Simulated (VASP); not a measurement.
# HfO2 (fluorite type) (Fm-3m) in VASP: single point with PBE

Aim: the single point of HfO2 (fluorite type) with PBE.

All numbers are computed with VASP 6.6.1; they aren't measurements. Logs are shortened: lines on timing, memory, paths and dates and some standing lists are left out, and cuts for length are marked.

## (1) The cell of the first run

The structure is cubic, space group Fm-3m (No. 225). The conventional cell has a = 5.097 Å, b = 5.097 Å, c = 5.097 Å, α = 90.00°, β = 90.00°, γ = 90.00°. Within 2.9 Å of Hf (site symmetry m-3m) lie 8 O at 2.21 Å. O (site symmetry -43m) has 4 Hf at 2.21 Å and 6 O at 2.55 Å within 2.9 Å.

## (2) Single point, PBE

The input, INCAR:

```
ALGO     = Normal         # electronic algorithm
EDIFF    = 1E-6           # SCF threshold, eV
ENCUT    = 520            # plane-wave cutoff, eV
GGA      = PE             # functional
ISIF     = 2              # what is computed and relaxed
ISMEAR   = -1             # smearing method
LASPH    = True           # aspherical terms in the spheres
LCHARG   = True           # write CHGCAR
LELF     = True           # ELF
LREAL    = False          # projectors in reciprocal space
LVHAR    = True         
LWAVE    = False          # write WAVECAR
NBANDS   = 18             # bands
NELM     = 100            # most SCF steps
PREC     = Accurate       # precision mode
SIGMA    = 0.05           # smearing width, eV
```

The input, KPOINTS:

```
k-points
0
Gamma
  11 11 11
```

The input, POSCAR:

```
HfO2
1.0
    0.0000000000      2.5487320044      2.5487320044
    2.5487320044      0.0000000000      2.5487320044
    2.5487320044      2.5487320044      0.0000000000
Hf O
1 2
Direct
    0.0000000000      0.0000000000      0.0000000000
    0.2500000000      0.2500000000      0.2500000000
    0.7500000000      0.7500000000      0.7500000000
```

Potentials or basis: VASP PAW PBE potentials, release 64 (Hf_pv, O).

Command:

```bash
> cat potpaw_PBE.64/Hf_pv/POTCAR potpaw_PBE.64/O/POTCAR > POTCAR
> mpirun -np 1 vasp_std > vasp.out
```

OUTCAR:

```text
EDIFF = 1E-6
   ENCUT = 520
   GGA = PE
   ISIF = 2
   ISMEAR = -1
   LASPH = True
   LREAL = False
   NELM = 100
   PREC = Accurate

 ion  position               nearest neighbor table
   1  0.000  0.000  0.000-   2 2.21   3 2.21   3 2.21   3 2.21   3 2.21   2 2.21   2 2.21   2 2.21

   2  0.250  0.250  0.250-   1 2.21   1 2.21   1 2.21   1 2.21
   3  0.750  0.750  0.750-   1 2.21   1 2.21   1 2.21   1 2.21

  LATTYP: Found a face centered cubic cell.
 ALAT       =     5.0974640088

  Lattice vectors:

 A1 = (   0.0000000000,   2.5487320044,   2.5487320044)
 A2 = (   2.5487320044,   0.0000000000,   2.5487320044)
 A3 = (   2.5487320044,   2.5487320044,   0.0000000000)

Analysis of symmetry for initial positions (statically):
=====================================================================
 Subroutine PRICEL returns:
 Original cell was already a primitive cell.

 Routine SETGRP: Setting up the symmetry group for a
 face centered cubic supercell.

 Subroutine GETGRP returns: Found 48 space group operations
 (whereof 48 operations were pure point group operations)
 out of a pool of 48 trial point group operations.

The static configuration has the point symmetry O_h .

Analysis of symmetry for dynamics (positions and initial velocities):
=====================================================================
 Subroutine PRICEL returns:
 Original cell was already a primitive cell.

 Routine SETGRP: Setting up the symmetry group for a
 face centered cubic supercell.

 Subroutine GETGRP returns: Found 48 space group operations
 (whereof 48 operations were pure point group operations)
 out of a pool of 48 trial point group operations.

The dynamic configuration has the point symmetry O_h .

 Subroutine INISYM returns: Found 48 space group operations
 (whereof 48 operations are pure point group operations),
 and found     1 'primitive' translations

----------------------------------------------------------------------------------------

                                     Primitive cell

  volume of cell :      33.1133

  direct lattice vectors                    reciprocal lattice vectors
     0.000000000  2.548732004  2.548732004    -0.196175981  0.196175981  0.196175981
     2.548732004  0.000000000  2.548732004     0.196175981 -0.196175981  0.196175981
     2.548732004  2.548732004  0.000000000     0.196175981  0.196175981 -0.196175981

  length of vectors
     3.604451367  3.604451367  3.604451367     0.339786765  0.339786765  0.339786765

  position of ions in fractional coordinates (direct lattice)
     0.000000000  0.000000000  0.000000000
     0.250000000  0.250000000  0.250000000
     0.750000000  0.750000000  0.750000000

  ion indices of the primitive-cell ions
   primitive index   ion index
                 1           1
                 2           2
                 3           3

----------------------------------------------------------------------------------------

 KPOINTS: k-points

Automatic generation of k-mesh.
 Grid dimensions read from file:
 generate k-points for:   11   11   11

 Generating k-lattice:

  Cartesian coordinates                     Fractional coordinates (reciprocal lattice)
    -0.017834180  0.017834180  0.017834180     0.090909091  0.000000000  0.000000000
     0.017834180 -0.017834180  0.017834180     0.000000000  0.090909091  0.000000000
     0.017834180  0.017834180 -0.017834180     0.000000000  0.000000000  0.090909091

  Length of vectors
     0.030889706  0.030889706  0.030889706

  Shift w.r.t. Gamma in fractional coordinates (k-lattice)
     0.000000000  0.000000000  0.000000000

 Subroutine IBZKPT returns following result:
 ===========================================

 Found     56 irreducible k-points:

 Following reciprocal coordinates:
            Coordinates               Weight
  0.000000  0.000000  0.000000      1.000000
  0.090909  0.000000  0.000000      8.000000
  0.181818  0.000000  0.000000      8.000000
  0.272727  0.000000  0.000000      8.000000
  0.363636  0.000000  0.000000      8.000000
  0.454545  0.000000  0.000000      8.000000
[... 16 lines left out ...]
 -0.272727  0.181818  0.000000     24.000000
 -0.181818  0.181818  0.000000     12.000000
 [... further k-points ...]
   k-points           NKPTS =     56   k-points in BZ     NKDIM =     56   number of bands    NBANDS=     18
   number of dos      NEDOS =    301   number of ions     NIONS =      3
   total plane-waves  NPLWV =  21952
   dimension x,y,z NGX =    28 NGY =   28 NGZ =   28
   dimension x,y,z NGXF=    56 NGYF=   56 NGZF=   56
   ions per type =               1   2
   NGX,Y,Z   is equivalent  to a cutoff of  12.91, 12.91, 12.91 a.u.
   NGXF,Y,Z  is equivalent  to a cutoff of  25.83, 25.83, 25.83 a.u.
 SYSTEM =  unknown system
   PREC   = accura    normal or accurate (medium, high low for compatibility)
   ISTART =      0    job   : 0-new  1-cont  2-samecut
   ICHARG =      2    charge: 1-file 2-atom 10-const
   ISPIN  =      1    spin polarized calculation?
   LNONCOLLINEAR =      F non collinear calculations
   LSORBIT =      F    spin-orbit coupling
   LASPH  =      T    aspherical Exc in radial PAW
   ENCUT  =  520.0 eV  38.22 Ry    6.18 a.u.   6.70  6.70  6.70*2*pi/ulx,y,z
   NELM   =    100;   NELMIN=  2; NELMDL= -5     # of ELM steps
   EDIFF  = 0.1E-05   stopping-criterion for ELM
   LREAL  =      F    real-space projection
   EDIFFG = 0.1E-04   stopping-criterion for IOM
   NSW    =      0    number of steps for IOM
   IBRION =     -1    ionic relax: 0-MD 1-quasi-New 2-CG
   NFREE  =      0    steps in history (QN), initial steepest desc. (CG)
   ISIF   =      2    stress and relaxation
   ISYM   =      2    0-nonsym 1-usesym 2-fastsym
   POTIM  = 0.5000    time-step for ionic-motion
   TEBEG  =    0.0;   TEEND  =   0.0 temperature during run
   PSTRESS=    0.0 pullay stress
   NELECT =      22.0000    total number of electrons
   NUPDOWN=      -1.0000    fix difference up-down
   EMIN   =  10.00;   EMAX   =-10.00  energy-range for DOS
   EFERMI =   0.00;   METHOD = LEGACY
   ISMEAR =    -1;   SIGMA  =   0.05  broadening in eV -4-tet -1-fermi 0-gaus
   EFERMI_NEDOS =   21; number of points for ismear=-14 and -15
   IALGO  =     38    algorithm
   IMIX   =      4    mixing-type and parameters
     AMIX     =   0.40;   BMIX     =  1.00
     AMIX_MAG =   1.60;   BMIX_MAG =  1.00
  volume/ion in A,a.u.               =      11.04        74.49
  Fermi-wavevector in a.u.,A,eV,Ry     =   1.428504  2.699482 27.764383  2.040625
  Thomas-Fermi vector in A             =   2.548559
   LORBIT       =      0    0 simple, 1 ext, 2 COOP (PROOUT), +10 PAW based schemes
   GGA     = PE    functional components
   LHFCALC =     F    Hartree Fock is set to
   AEXX    =    0.0000 exact exchange contribution
   IVDW    =     0    specifies the selected vdW correction
   LEPSILON=     F    determine dielectric tensor
   LRPA    =     F    only Hartree local field effects (RPA)
 non-spin polarized calculation
  energy-cutoff  :      520.00
  volume of cell :       33.11
 maximum number of plane-waves:       911
   NGX = 13   NGY = 13   NGZ = 13

 number of electron      21.9999992 magnetization

 Free energy of the ion-electron system (eV)
  ---------------------------------------------------
  ext. energy  EPLUGINS =         0.00000000
  ---------------------------------------------------
  free energy    TOTEN  =       -30.24340161 eV

  energy without entropy =      -30.24340161  energy(sigma->0) =      -30.24340161

 E-fermi :   5.1769     XC(G=0): -11.7522

 val. band max:        4.1085079637   @ k =  -0.4545   0.4545   0.0000
 cond. band min:       7.9374114636   @ k =   0.4545   0.4545   0.0000
 fundamental gap:      3.8289034999
 Fermi energy:         5.1769335862

 k-point     1 :       0.0000    0.0000    0.0000
  band No.  band energies     occupation
      1     -25.6213      2.00000
      2     -25.6213      2.00000
      3     -25.6213      2.00000
      4     -14.4906      2.00000
      5     -11.5379      2.00000
      6      -1.1025      2.00000
[... 10 lines left out ...]
     17      14.3600      0.00000
     18      17.5365      0.00000

 k-point     2 :       0.0909    0.0000    0.0000
  band No.  band energies     occupation
      1     -25.6552      2.00000
      2     -25.6250      2.00000
      3     -25.6250      2.00000
      4     -14.3823      2.00000
      5     -11.6282      2.00000
      6      -1.0230      2.00000
[... 10 lines left out ...]
     17      14.2160      0.00000
     18      17.5254      0.00000

 k-point     3 :       0.1818    0.0000    0.0000
  band No.  band energies     occupation
      1     -25.7441      2.00000
      2     -25.6349      2.00000
      3     -25.6349      2.00000
      4     -14.0924      2.00000
      5     -11.8495      2.00000
      6      -0.8057      2.00000
[... 10 lines left out ...]
     17      13.8889      0.00000
     18      17.2018      0.00000

 k-point     4 :       0.2727    0.0000    0.0000
  band No.  band energies     occupation
      1     -25.8565      2.00000
      2     -25.6478      2.00000
      3     -25.6478      2.00000
      4     -13.7227      2.00000
      5     -12.0887      2.00000
      6      -0.5154      2.00000
[... 375 lines left out ...]
      4     -13.0657      2.00000
      5     -12.3858      2.00000
      6      -0.6324      2.00000
[... 10 lines left out ...]
     17      14.6904      0.00000
     18      16.7394      0.00000

 k-point    23 :      -0.2727    0.1818    0.0000
  band No.  band energies     occupation
      1     -25.9108      2.00000
      2     -25.7441      2.00000
      3     -25.6602      2.00000
      4     -13.2461      2.00000
      5     -12.3443      2.00000
      6      -0.6706      2.00000
[... 10 lines left out ...]
     17      14.4671      0.00000
     18      16.7951      0.00000

 k-point    24 :      -0.1818    0.1818    0.0000
  band No.  band energies     occupation
      1     -25.8480      2.00000
      2     -25.7061      2.00000
      3     -25.6459      2.00000
      4     -13.5672      2.00000
      5     -12.1862      2.00000
      6      -0.7260      2.00000
[... 10 lines left out ...]
     17      13.8625      0.00000
     18      17.0121      0.00000

 [... further k-points ...]

------------------------ aborting loop because EDIFF is reached ----------------------------------------

  FORCE on cell =-STRESS in cart. coord.  units (eV):
  Direction    XX          YY          ZZ          XY          YZ          ZX
  --------------------------------------------------------------------------------------
  -------------------------------------------------------------------------------------
  Total       -0.7450310     -0.7450310     -0.7450310     -0.0000000      0.0000000     -0.0000000
  in kB      -36.0481050    -36.0481050    -36.0481050     -0.0000000      0.0000000     -0.0000000
  external PRESSURE =     -36.0481050 kB  Pullay stress =       0.0000000 kB

 VOLUME and BASIS-vectors are now :
 -----------------------------------------------------------------------------
  energy-cutoff  :      520.00
  volume of cell :       33.11
      direct lattice vectors                 reciprocal lattice vectors
     0.000000000  2.548732004  2.548732004    -0.196175981  0.196175981  0.196175981
     2.548732004  0.000000000  2.548732004     0.196175981 -0.196175981  0.196175981
     2.548732004  2.548732004  0.000000000     0.196175981  0.196175981 -0.196175981

 POSITION                                       TOTAL-FORCE (eV/Angst)
 -----------------------------------------------------------------------------------
      0.00000      0.00000      0.00000        -0.000000      0.000000     -0.000000
      1.27437      1.27437      1.27437         0.000000      0.000000      0.000000
      3.82310      3.82310      3.82310        -0.000000     -0.000000     -0.000000
 -----------------------------------------------------------------------------------
    total drift:                                0.000000      0.000000      0.000000

  FREE ENERGIE OF THE ION-ELECTRON SYSTEM (eV)
  ---------------------------------------------------
  free  energy   TOTEN  =       -30.2434016058 eV

  energy  without entropy=      -30.2434016058  energy(sigma->0) =      -30.24340161
```

Run time: 32 s. Hardware: 1 thread of Intel Xeon 6975P-C (Granite Rapids), shared host; peak memory 0.17 GiB.

Results:

- Free energy: -30.2434 eV
- Pressure: -3.6 GPa
- Band gap on the k mesh: 3.83 eV, indirect (least direct gap 3.91 eV)

Caveat: spin-orbit coupling is left out, which moves the levels of the heavy elements. As with any semilocal functional, this PBE gap is likely too small.
